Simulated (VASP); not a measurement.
# Ti2InC6 (Fm-3m) in VASP: further runs

Runs on Ti2InC6. Level: PBE. Tasks: single point, relaxation of cell and atoms.

Everything below comes from runs of VASP 6.6.1. Logs are shortened: lines on timing, memory, paths and dates and some standing lists are left out, and cuts for length are marked.

## (1) The cell of the first run

It takes space group Fm-3m (No. 225, cubic). The conventional cell has a = 7.024 Å, b = 7.024 Å, c = 7.024 Å, α = 90.00°, β = 90.00°, γ = 90.00°. Ti (site symmetry -43m) has 12 C at 2.54 Å and 4 In at 3.04 Å within 3.3 Å. In (site symmetry m-3m) has 6 C at 2.28 Å within 3.0 Å. C (site symmetry 4mm) has 4 C at 1.75 Å and 1 In at 2.28 Å within 2.3 Å.

## (2) Single point, PBE

INCAR reads:

```
SYSTEM = Ti2InC6
  PREC = Accurate
  ENCUT = 520
  EDIFF = 1E-6
  ISMEAR = 0
  SIGMA = 0.1
  LREAL = .False.
  LASPH = .True.
  NELM = 100
  ALGO = Normal
  ISIF = 2
  LWAVE = .False.
  LCHARG = .False.
  GGA = PE
  NBANDS = 40
```

KPOINTS reads:

```
Automatic mesh
0
Gamma
  4 4 4
  0 0 0
```

POSCAR reads:

```
Ti2InC6
1.0
    0.0000000000      3.5120309564      3.5120309564
    3.5120309564      0.0000000000      3.5120309564
    3.5120309564      3.5120309564      0.0000000000
Ti In C
2 1 6
Direct
    0.2500000000      0.2500000000      0.2500000000
    0.7500000000      0.7500000000      0.7500000000
    0.0000000000      0.0000000000      0.0000000000
    0.6756784941      0.3243215059      0.3243215059
    0.3243215059      0.6756784941      0.6756784941
    0.3243215059      0.6756784941      0.3243215059
    0.6756784941      0.3243215059      0.6756784941
    0.3243215059      0.3243215059      0.6756784941
    0.6756784941      0.6756784941      0.3243215059
```

Potentials or basis: VASP PAW PBE potentials, release 64 (Ti_sv, In_d, C).

On the command line:

```bash
$ cat potpaw_PBE.64/Ti_sv/POTCAR potpaw_PBE.64/In_d/POTCAR potpaw_PBE.64/C/POTCAR > POTCAR
$ mpirun -np 1 vasp_std > vasp.out
```

OUTCAR:

```text
SYSTEM = Ti2InC6
   PREC = Accurate
   ENCUT = 520
   EDIFF = 1E-6
   ISMEAR = 0
   LREAL = .False.
   LASPH = .True.
   NELM = 100
   ISIF = 2
   GGA = PE

 ion  position               nearest neighbor table
   1  0.250  0.250  0.250-   3 3.04   3 3.04   3 3.04   3 3.04
   2  0.750  0.750  0.750-   3 3.04   3 3.04   3 3.04   3 3.04
   3  0.000  0.000  0.000-   4 2.28   5 2.28   6 2.28   7 2.28   8 2.28   9 2.28   2 3.04   2 3.04
                             2 3.04   1 3.04   1 3.04   1 3.04   2 3.04   1 3.04
   4  0.676  0.324  0.324-   6 1.75   7 1.75   8 1.75   9 1.75   3 2.28
   5  0.324  0.676  0.676-   6 1.75   7 1.75   8 1.75   9 1.75   3 2.28
   6  0.324  0.676  0.324-   4 1.75   5 1.75   8 1.75   9 1.75   3 2.28
   7  0.676  0.324  0.676-   4 1.75   5 1.75   8 1.75   9 1.75   3 2.28
   8  0.324  0.324  0.676-   4 1.75   5 1.75   6 1.75   7 1.75   3 2.28
   9  0.676  0.676  0.324-   4 1.75   5 1.75   6 1.75   7 1.75   3 2.28

  LATTYP: Found a face centered cubic cell.
 ALAT       =     7.0240619128

  Lattice vectors:

 A1 = (   0.0000000000,   3.5120309564,   3.5120309564)
 A2 = (   3.5120309564,   0.0000000000,   3.5120309564)
 A3 = (   3.5120309564,   3.5120309564,   0.0000000000)

Analysis of symmetry for initial positions (statically):
=====================================================================
 Subroutine PRICEL returns:
 Original cell was already a primitive cell.

 Routine SETGRP: Setting up the symmetry group for a
 face centered cubic supercell.

 Subroutine GETGRP returns: Found 48 space group operations
 (whereof 48 operations were pure point group operations)
 out of a pool of 48 trial point group operations.

The static configuration has the point symmetry O_h .

Analysis of symmetry for dynamics (positions and initial velocities):
=====================================================================
 Subroutine PRICEL returns:
 Original cell was already a primitive cell.

 Routine SETGRP: Setting up the symmetry group for a
 face centered cubic supercell.

 Subroutine GETGRP returns: Found 48 space group operations
 (whereof 48 operations were pure point group operations)
 out of a pool of 48 trial point group operations.

The dynamic configuration has the point symmetry O_h .

 Subroutine INISYM returns: Found 48 space group operations
 (whereof 48 operations are pure point group operations),
 and found     1 'primitive' translations

----------------------------------------------------------------------------------------

                                     Primitive cell

  volume of cell :      86.6373

  direct lattice vectors                    reciprocal lattice vectors
     0.000000000  3.512030956  3.512030956    -0.142367766  0.142367766  0.142367766
     3.512030956  0.000000000  3.512030956     0.142367766 -0.142367766  0.142367766
     3.512030956  3.512030956  0.000000000     0.142367766  0.142367766 -0.142367766

  length of vectors
     4.966761810  4.966761810  4.966761810     0.246588203  0.246588203  0.246588203

  position of ions in fractional coordinates (direct lattice)
     0.250000000  0.250000000  0.250000000
     0.750000000  0.750000000  0.750000000
     0.000000000  0.000000000  0.000000000
     0.675678494  0.324321506  0.324321506
     0.324321506  0.675678494  0.675678494
     0.324321506  0.675678494  0.324321506
     0.675678494  0.324321506  0.675678494
     0.324321506  0.324321506  0.675678494
     0.675678494  0.675678494  0.324321506

  ion indices of the primitive-cell ions
   primitive index   ion index
                 1           1
                 2           2
                 3           3
                 4           4
                 5           5
                 6           6
                 7           7
                 8           8
                 9           9

----------------------------------------------------------------------------------------

 KPOINTS: Automatic mesh

Automatic generation of k-mesh.
 Grid dimensions read from file:
 generate k-points for:    4    4    4

 Generating k-lattice:

  Cartesian coordinates                     Fractional coordinates (reciprocal lattice)
    -0.035591941  0.035591941  0.035591941     0.250000000  0.000000000  0.000000000
     0.035591941 -0.035591941  0.035591941     0.000000000  0.250000000  0.000000000
     0.035591941  0.035591941 -0.035591941     0.000000000  0.000000000  0.250000000

  Length of vectors
     0.061647051  0.061647051  0.061647051

  Shift w.r.t. Gamma in fractional coordinates (k-lattice)
     0.000000000  0.000000000  0.000000000

 Subroutine IBZKPT returns following result:
 ===========================================

 Found      8 irreducible k-points:

 Following reciprocal coordinates:
            Coordinates               Weight
  0.000000  0.000000  0.000000      1.000000
  0.250000  0.000000  0.000000      8.000000
  0.500000  0.000000  0.000000      4.000000
  0.250000  0.250000  0.000000      6.000000
  0.500000  0.250000  0.000000     24.000000
 -0.250000  0.250000  0.000000     12.000000
  0.500000  0.500000  0.000000      3.000000
 -0.250000  0.500000  0.250000      6.000000
   k-points           NKPTS =      8   k-points in BZ     NKDIM =      8   number of bands    NBANDS=     40
   number of dos      NEDOS =    301   number of ions     NIONS =      9
   total plane-waves  NPLWV =  64000
   dimension x,y,z NGX =    40 NGY =   40 NGZ =   40
   dimension x,y,z NGXF=    80 NGYF=   80 NGZF=   80
   ions per type =               2   1   6
   NGX,Y,Z   is equivalent  to a cutoff of  13.39, 13.39, 13.39 a.u.
   NGXF,Y,Z  is equivalent  to a cutoff of  26.78, 26.78, 26.78 a.u.
 SYSTEM =  Ti2InC6
   PREC   = accura    normal or accurate (medium, high low for compatibility)
   ISTART =      0    job   : 0-new  1-cont  2-samecut
   ICHARG =      2    charge: 1-file 2-atom 10-const
   ISPIN  =      1    spin polarized calculation?
   LNONCOLLINEAR =      F non collinear calculations
   LSORBIT =      F    spin-orbit coupling
   LASPH  =      T    aspherical Exc in radial PAW
   ENCUT  =  520.0 eV  38.22 Ry    6.18 a.u.   9.23  9.23  9.23*2*pi/ulx,y,z
   NELM   =    100;   NELMIN=  2; NELMDL= -5     # of ELM steps
   EDIFF  = 0.1E-05   stopping-criterion for ELM
   LREAL  =      F    real-space projection
   EDIFFG = 0.1E-04   stopping-criterion for IOM
   NSW    =      0    number of steps for IOM
   IBRION =     -1    ionic relax: 0-MD 1-quasi-New 2-CG
   NFREE  =      0    steps in history (QN), initial steepest desc. (CG)
   ISIF   =      2    stress and relaxation
   ISYM   =      2    0-nonsym 1-usesym 2-fastsym
   POTIM  = 0.5000    time-step for ionic-motion
   TEBEG  =    0.0;   TEEND  =   0.0 temperature during run
   PSTRESS=    0.0 pullay stress
   NELECT =      61.0000    total number of electrons
   NUPDOWN=      -1.0000    fix difference up-down
   EMIN   =  10.00;   EMAX   =-10.00  energy-range for DOS
   EFERMI =   0.00;   METHOD = LEGACY
   ISMEAR =     0;   SIGMA  =   0.10  broadening in eV -4-tet -1-fermi 0-gaus
   EFERMI_NEDOS =   21; number of points for ismear=-14 and -15
   IALGO  =     38    algorithm
   IMIX   =      4    mixing-type and parameters
     AMIX     =   0.40;   BMIX     =  1.00
     AMIX_MAG =   1.60;   BMIX_MAG =  1.00
  volume/ion in A,a.u.               =       9.63        64.96
  Fermi-wavevector in a.u.,A,eV,Ry     =   1.456408  2.752212 28.859655  2.121125
  Thomas-Fermi vector in A             =   2.573330
   LORBIT       =      0    0 simple, 1 ext, 2 COOP (PROOUT), +10 PAW based schemes
   GGA     = PE    functional components
   LHFCALC =     F    Hartree Fock is set to
   AEXX    =    0.0000 exact exchange contribution
   IVDW    =     0    specifies the selected vdW correction
   LEPSILON=     F    determine dielectric tensor
   LRPA    =     F    only Hartree local field effects (RPA)
 non-spin polarized calculation
 Gauss-broadening in eV      SIGMA  =   0.10
  energy-cutoff  :      520.00
  volume of cell :       86.64
 maximum number of plane-waves:      2346
 NGX is ok and might be reduce to    40
   NGX = 19   NGY = 19   NGZ = 19

 number of electron      61.0000000 magnetization

 Free energy of the ion-electron system (eV)
  ---------------------------------------------------
  ext. energy  EPLUGINS =         0.00000000
  ---------------------------------------------------
  free energy    TOTEN  =       -57.25414180 eV

  energy without entropy =      -57.19768014  energy(sigma->0) =      -57.22591097

 E-fermi :  11.3756     XC(G=0): -12.4678

 val. band max:       11.3589480140   @ k =   0.2500   0.0000   0.0000
 cond. band min:      11.3938766761   @ k =  -0.2500   0.2500   0.0000
 fundamental gap:      0.0349286620
 Fermi energy:        11.3756499322

 k-point     1 :       0.0000    0.0000    0.0000
  band No.  band energies     occupation
      1     -46.5500      2.00000
      2     -46.5372      2.00000
      3     -22.8913      2.00000
      4     -22.8913      2.00000
      5     -22.8913      2.00000
      6     -22.8397      2.00000
[... 32 lines left out ...]
     39      12.8499      0.00000
     40      12.8499      0.00000

 k-point     2 :       0.2500    0.0000    0.0000
  band No.  band energies     occupation
      1     -46.5481      2.00000
      2     -46.5391      2.00000
      3     -22.8855      2.00000
      4     -22.8841      2.00000
      5     -22.8841      2.00000
      6     -22.8499      2.00000
[... 32 lines left out ...]
     39      13.2870      0.00000
     40      13.2870      0.00000

 k-point     3 :       0.5000    0.0000    0.0000
  band No.  band energies     occupation
      1     -46.5435      2.00000
      2     -46.5435      2.00000
      3     -22.8722      2.00000
      4     -22.8676      2.00000
      5     -22.8675      2.00000
      6     -22.8675      2.00000
[... 32 lines left out ...]
     39      13.6498      0.00000
     40      13.6498      0.00000

 k-point     4 :       0.2500    0.2500    0.0000
  band No.  band energies     occupation
      1     -46.5478      2.00000
      2     -46.5393      2.00000
      3     -22.8966      2.00000
      4     -22.8966      2.00000
      5     -22.8780      2.00000
      6     -22.8577      2.00000
[... 32 lines left out ...]
     39      12.9037      0.00000
     40      13.7260      0.00000

 k-point     5 :       0.5000    0.2500    0.0000
  band No.  band energies     occupation
      1     -46.5450      2.00000
      2     -46.5420      2.00000
      3     -22.9014      2.00000
      4     -22.8926      2.00000
      5     -22.8913      2.00000
      6     -22.8427      2.00000
[... 32 lines left out ...]
     39      13.1829      0.00000
     40      14.0458      0.00000

 k-point     6 :      -0.2500    0.2500    0.0000
  band No.  band energies     occupation
      1     -46.5457      2.00000
      2     -46.5414      2.00000
      3     -22.9029      2.00000
      4     -22.8741      2.00000
      5     -22.8708      2.00000
      6     -22.8632      2.00000
[... 32 lines left out ...]
     39      13.5551      0.00000
     40      13.6012      0.00000

 k-point     7 :       0.5000    0.5000    0.0000
  band No.  band energies     occupation
      1     -46.5456      2.00000
      2     -46.5414      2.00000
      3     -22.9161      2.00000
      4     -22.9018      2.00000
      5     -22.9018      2.00000
      6     -22.8318      2.00000
[... 32 lines left out ...]
     39      12.5350      0.00000
     40      13.2779      0.00000

 k-point     8 :      -0.2500    0.5000    0.2500
  band No.  band energies     occupation
      1     -46.5435      2.00000
      2     -46.5435      2.00000
      3     -22.9106      2.00000
      4     -22.9073      2.00000
      5     -22.8670      2.00000
      6     -22.8670      2.00000
[... 32 lines left out ...]
     39      12.9107      0.00000
     40      13.5001      0.00000

------------------------ aborting loop because EDIFF is reached ----------------------------------------

  FORCE on cell =-STRESS in cart. coord.  units (eV):
  Direction    XX          YY          ZZ          XY          YZ          ZX
  --------------------------------------------------------------------------------------
  -------------------------------------------------------------------------------------
  Total        0.0315265      0.0315265      0.0315265      0.0000000      0.0000000      0.0000000
  in kB        0.5830163      0.5830163      0.5830163      0.0000000      0.0000000      0.0000000
  external PRESSURE =       0.5830163 kB  Pullay stress =       0.0000000 kB

 VOLUME and BASIS-vectors are now :
 -----------------------------------------------------------------------------
  energy-cutoff  :      520.00
  volume of cell :       86.64
      direct lattice vectors                 reciprocal lattice vectors
     0.000000000  3.512030956  3.512030956    -0.142367766  0.142367766  0.142367766
     3.512030956  0.000000000  3.512030956     0.142367766 -0.142367766  0.142367766
     3.512030956  3.512030956  0.000000000     0.142367766  0.142367766 -0.142367766

 POSITION                                       TOTAL-FORCE (eV/Angst)
 -----------------------------------------------------------------------------------
      1.75602      1.75602      1.75602        -0.000000     -0.000000     -0.000000
      5.26805      5.26805      5.26805        -0.000000     -0.000000      0.000000
      0.00000      0.00000      0.00000        -0.000000     -0.000000     -0.000000
      2.27805      3.51203      3.51203        -0.034353     -0.000000      0.000000
      4.74601      3.51203      3.51203         0.034353     -0.000000      0.000000
      3.51203      2.27805      3.51203        -0.000000     -0.034353      0.000000
      3.51203      4.74601      3.51203        -0.000000      0.034353      0.000000
      3.51203      3.51203      2.27805        -0.000000     -0.000000     -0.034353
      3.51203      3.51203      4.74601        -0.000000     -0.000000      0.034353
 -----------------------------------------------------------------------------------
    total drift:                               -0.000000      0.000000      0.000000

  FREE ENERGIE OF THE ION-ELECTRON SYSTEM (eV)
  ---------------------------------------------------
  free  energy   TOTEN  =       -57.2541418002 eV

  energy  without entropy=      -57.1976801392  energy(sigma->0) =      -57.22591097
```

Run time: 32 s. Hardware: 1 thread of Intel Xeon Platinum 8488C (Sapphire Rapids), shared host; peak memory 0.25 GiB.

What came out:

```yaml
Free_energy: -57.2541 eV
Pressure: 0.1 GPa
Largest_force: 0.034 eV/Å
```

Forces on the atoms (eV/Å):
```
Ti   0.000  0.000  0.000
Ti   0.000  0.000  0.000
In   0.000  0.000  0.000
C   -0.034  0.000  0.000
C    0.034  0.000  0.000
C    0.000 -0.034  0.000
C    0.000  0.034  0.000
C    0.000  0.000 -0.034
C    0.000  0.000  0.034
```

Levels at points of the mesh, in eV from the Fermi level:
| k point | band 27 | band 28 | band 29 | band 30 | band 31 | band 32 | band 33 | band 34 | band 35 | band 36 |
| --- | --- | --- | --- | --- | --- | --- | --- | --- | --- | --- |
| (0.00, 0.00, 0.00) | 0.07 | 0.07 | 0.07 | 0.24 | 0.24 | 0.24 | 0.46 | 0.46 | 0.94 | 1.02 |
| (0.50, 0.00, 0.00) | -2.74 | -2.74 | -0.62 | -0.30 | -0.30 | 0.43 | 0.60 | 0.60 | 0.72 | 0.77 |
| (0.50, 0.50, 0.00) | -3.77 | -1.42 | -1.42 | -0.02 | -0.02 | 0.13 | 0.17 | 0.18 | 0.43 | 0.69 |

Caveat: the k points lie up to 0.39 Å⁻¹ apart; spin-orbit coupling is left out, which moves the levels of the heavy elements.

## (3) Single point, PBE

This run uses another cell than the first one, of 13.27 Å³/atom, 1.379 times its volume.

INCAR reads:

```
SYSTEM = Ti2InC6
PREC = Accurate ; ENCUT = 520
EDIFF = 1E-6 ; ISMEAR = 0
SIGMA = 0.1 ; LREAL = .FALSE.
LASPH = .TRUE. ; NELM = 60
ALGO = Normal ; ISIF = 2
LWAVE = .FALSE. ; LCHARG = .FALSE.
GGA = PE ; NBANDS = 40
```

KPOINTS reads:

```
Automatic mesh
0
G
  4 4 4
  0 0 0
```

POSCAR reads:

```
Ti2InC6
1.0
    0.0000000000      3.9088860500      3.9088860500
    3.9088860500      0.0000000000      3.9088860500
    3.9088860500      3.9088860500      0.0000000000
Ti In C
2 1 6
Direct
    0.2500000000      0.2500000000      0.2500000000
    0.7500000000      0.7500000000      0.7500000000
    0.0000000000      0.0000000000      0.0000000000
    0.7638577800      0.2361422200      0.2361422200
    0.2361422200      0.7638577800      0.7638577800
    0.2361422200      0.7638577800      0.2361422200
    0.7638577800      0.2361422200      0.7638577800
    0.2361422200      0.2361422200      0.7638577800
    0.7638577800      0.7638577800      0.2361422200
```

Potentials or basis: VASP PAW PBE potentials, release 64 (Ti_sv, In_d, C).

On the command line:

```bash
$ cat potpaw_PBE.64/Ti_sv/POTCAR potpaw_PBE.64/In_d/POTCAR potpaw_PBE.64/C/POTCAR > POTCAR
$ mpirun -np 1 vasp_std > vasp.out
```

Run time: 55 s. Hardware: 1 thread of Intel Xeon Platinum 8488C (Sapphire Rapids), shared host; peak memory 0.27 GiB.

It converged, with:

```
Free energy   : -40.6294 eV
Pressure      : 14.4 GPa
Largest force : 8.242 eV/Å
```

Forces on the atoms (eV/Å):
```
Ti   0.000  0.000  0.000
Ti   0.000  0.000  0.000
In   0.000  0.000  0.000
C    8.242  0.000  0.000
C   -8.242  0.000  0.000
C    0.000  8.242  0.000
C    0.000 -8.242  0.000
C    0.000  0.000  8.242
C    0.000  0.000 -8.242
```

Levels at points of the mesh, in eV from the Fermi level:
```csv
k point,band 27,band 28,band 29,band 30,band 31,band 32,band 33,band 34
"(0.00, 0.00, 0.00)",0.56,0.56,0.56,0.60,0.60,0.60,0.62,0.62
"(0.50, 0.00, 0.00)",-1.65,-1.20,-1.20,0.00,0.00,0.49,0.49,0.90
"(0.50, 0.50, 0.00)",-1.65,-1.20,-0.69,-0.69,-0.08,-0.08,0.46,0.46
```

Caveat: spin-orbit coupling is left out, which moves the levels of the heavy elements; forces of over 1 eV/Å act on the atoms, so gaps and moduli don't describe the material at rest.

(Continued in part 2 of 2.)
